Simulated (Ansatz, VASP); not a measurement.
# Two plane-wave programs on GaP

```
CELL_PARAMETERS angstrom
0.00000 2.72525 2.72525
2.72525 0.00000 2.72525
2.72525 2.72525 0.00000
ATOMIC_POSITIONS crystal
Ga 0.00000 0.00000 0.00000
P 0.25000 0.25000 0.25000
```

Alike in both runs: functional PBE; k mesh 9 × 9 × 9; occupations fermi-dirac, width 0.02 eV; no spin polarisation.

Ansatz relaxed the structure, and its values are those at the end. VASP's run is a single point on that final structure, the one shown.

|  | VASP | Ansatz |
| --- | --- | --- |
| version | VASP 6.6.1 | Ansatz 0.2.0 |
| potentials or method | VASP PAW PBE potentials, release 64 (Ga_d, P) | plane-wave PAW, scalar-relativistic |
| plane-wave cutoff (eV) | 520 | 420 |
| valence electrons in the cell | 18 | 18 |

Ansatz gave:

```
gap on the k mesh at the Fermi level (eV) : 1.60
pressure (GPa)                            : 2.5
```

Which values does VASP return?

gap on the k mesh at the Fermi level (eV): 1.60; pressure (GPa): 2.4.

With one functional, cell and mesh, what is left measures potentials, basis and numerics. Ansatz's warnings: stress scf threshold loose.
